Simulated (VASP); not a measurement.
# GaN (F-43m) in VASP: further runs, part 2 of 2

VASP 6.6.1. Earlier steps stand in the parts before.

## Step 4: Single point, PBE+D3(BJ)

This run uses another cell than the first one, of 12.13 Å³/atom, 1.060 times its volume.

INCAR reads:

```
PREC = Accurate
ENCUT = 520
EDIFF = 1E-7
ISMEAR = -1
SIGMA = 0.05
LREAL = F
LASPH = T
NELM = 100
ALGO = Normal
ISIF = 2
LWAVE = F
LCHARG = T
GGA = PE
IVDW = 12
LELF = T
LVHAR = T
NBANDS = 16
```

KPOINTS reads:

```
Automatic mesh
0
Gamma
  10 10 10
```

POSCAR reads:

```
GaN
1.0
    0.0000000000      2.2976981147      2.2976981147
    2.2976981147      0.0000000000      2.2976981147
    2.2976981147      2.2976981147      0.0000000000
Ga N
1 1
Direct
    0.0000000000      0.0000000000      0.0000000000
    0.2500000000      0.2500000000      0.2500000000
```

Potentials or basis: VASP PAW PBE potentials, release 64 (Ga_d, N).

Started as:

```console
$ cat potpaw_PBE.64/Ga_d/POTCAR potpaw_PBE.64/N/POTCAR > POTCAR
$ mpirun -np 1 vasp_std > vasp.out
```

OUTCAR:

```text
PREC = Accurate
   ENCUT = 520
   EDIFF = 1E-7
   ISMEAR = -1
   LREAL = F
   LASPH = T
   NELM = 100
   ISIF = 2
   GGA = PE
   IVDW = 12
 IVDW          = 12

 ion  position               nearest neighbor table
   1  0.000  0.000  0.000-   2 1.99   2 1.99   2 1.99   2 1.99
   2  0.250  0.250  0.250-   1 1.99   1 1.99   1 1.99   1 1.99

  LATTYP: Found a face centered cubic cell.
 ALAT       =     4.5953962294

  Lattice vectors:

 A1 = (   0.0000000000,   2.2976981147,   2.2976981147)
[... 641 lines left out ...]
------------------------ aborting loop because EDIFF is reached ----------------------------------------

 Edisp (eV)   -0.47839

 E8    (eV) :    -0.1940

  FORCE on cell =-STRESS in cart. coord.  units (eV):
  Direction    XX          YY          ZZ          XY          YZ          ZX
  --------------------------------------------------------------------------------------
  -------------------------------------------------------------------------------------
  Total      -1.22471    -1.22471    -1.22471    -0.00000    -0.00000    -0.00000
  in kB     -80.87884   -80.87884   -80.87884    -0.00000    -0.00000    -0.00000
  external pressure =      -80.88 kB  Pullay stress =        0.00 kB

 VOLUME and BASIS-vectors are now :
 -----------------------------------------------------------------------------
  energy-cutoff  :      520.00
  volume of cell :       24.26
      direct lattice vectors                 reciprocal lattice vectors
     0.000000000  2.297698115  2.297698115    -0.217609092  0.217609092  0.217609092
     2.297698115  0.000000000  2.297698115     0.217609092 -0.217609092  0.217609092
     2.297698115  2.297698115  0.000000000     0.217609092  0.217609092 -0.217609092

 POSITION                                       TOTAL-FORCE (eV/Angst)
 -----------------------------------------------------------------------------------
      0.00000      0.00000      0.00000        -0.000000     -0.000000     -0.000000
      1.14885      1.14885      1.14885         0.000000      0.000000      0.000000
 -----------------------------------------------------------------------------------
    total drift:                                0.000002      0.000002      0.000001

  FREE ENERGIE OF THE ION-ELECTRON SYSTEM (eV)
  ---------------------------------------------------
  free  energy   TOTEN  =       -12.6211621987 eV

  energy  without entropy=      -12.6211621881  energy(sigma->0) =      -12.62116219
```

OSZICAR:

```text
N       E                     dE             d eps       ncg     rms          rms(c)
DAV:   1     0.808055141863E+02    0.80806E+02   -0.92337E+03  1680   0.200E+03
DAV:   2    -0.820347613808E+01   -0.89009E+02   -0.83499E+02  1696   0.325E+02
DAV:   3    -0.139888653606E+02   -0.57854E+01   -0.57628E+01  1776   0.694E+01
DAV:   4    -0.140543866645E+02   -0.65521E-01   -0.65514E-01  1864   0.807E+00
DAV:   5    -0.140553259076E+02   -0.93924E-03   -0.93924E-03  1808   0.863E-01    0.752E+00
DAV:   6    -0.121497342594E+02    0.19056E+01   -0.49908E+00  2256   0.380E+01    0.270E+00
DAV:   7    -0.121508236961E+02   -0.10894E-02   -0.29447E-01  1616   0.681E+00    0.175E+00
DAV:   8    -0.121473532666E+02    0.34704E-02   -0.70834E-02  1696   0.315E+00    0.894E-01
DAV:   9    -0.121424099619E+02    0.49433E-02   -0.13474E-02  2216   0.241E+00    0.256E-01
DAV:  10    -0.121428559122E+02   -0.44595E-03   -0.13301E-03  1640   0.416E-01    0.140E-01
DAV:  11    -0.121427719299E+02    0.83982E-04   -0.22734E-04  2168   0.254E-01    0.161E-02
DAV:  12    -0.121427763814E+02   -0.44516E-05   -0.26472E-05  1664   0.461E-02    0.168E-03
DAV:  13    -0.121427763868E+02   -0.54188E-08   -0.50600E-07  2040   0.123E-02
   1 F= -.12621162E+02 E0= -.12621162E+02  d E =-.106034E-07
```

It took 12 s on 1 thread of Intel Xeon 6975P-C, shared host; peak memory 0.16 GiB.

Results:

```yaml
Free_energy: -12.6212 eV
Pressure: -8.1 GPa
Band_gap_on_the_k_mesh: 1.35 eV, direct
Dispersion_energy_per_atom: -0.239 eV
```

Levels at points of the mesh, in eV from the valence-band top:
| k point | band 5 | band 6 | band 7 | band 8 | band 9 | band 10 | band 11 | band 12 | band 13 | band 14 |
| --- | --- | --- | --- | --- | --- | --- | --- | --- | --- | --- |
| (0.00, 0.00, 0.00) | -13.14 | -13.14 | 0.00 | 0.00 | 0.00 | 1.35 | 9.94 | 9.94 | 9.94 | 16.82 |
| (0.50, 0.00, 0.00) | -13.10 | -11.89 | -6.67 | -0.90 | -0.90 | 4.24 | 8.43 | 10.06 | 10.06 | 15.15 |
| (0.50, 0.50, 0.00) | -13.08 | -11.46 | -5.89 | -2.50 | -2.50 | 3.33 | 6.31 | 11.31 | 13.35 | 13.35 |

PBE gaps usually lie below the measured ones, often by a third to a half.

## Step 5: The runs side by side

| level | potentials or basis | cell | cutoff (eV) | second run | gap on the mesh (eV) | pressure (GPa) |
| --- | --- | --- | --- | --- | --- | --- |
| BLYP+D3(BJ) | VASP PAW PBE potentials, release 64 (Ga_d, N_h) | a = 3.187 Å, angles 60.0°, 2 atoms | 910 | hard_potentials | 1.81 | 3.7 |
| BLYP | VASP PAW PBE potentials, release 64 (Ga_d, N) | a = 3.229 Å, angles 60.0°, 2 atoms | 520 | - | 1.55 | 4.6 |
| PBE+D3(BJ) | VASP PAW PBE potentials, release 64 (Ga_d, N) | a = 3.249 Å, angles 60.0°, 2 atoms | 520 | - | 1.35 | -8.1 |

Alike in all rows: task single point; no spin polarisation; k mesh 10 × 10 × 10; smearing fermi-dirac 0.05 eV.

Caveats: the PAW data sets were made with another functional, which shifts forces and pressure a little (some runs); the cutoff is under 1.25 times the usual one of these potentials, so pressure, stress and relaxed cells hold a basis-set (Pulay) error (some runs).

Absolute energies hang on the potentials; compare differences alone.
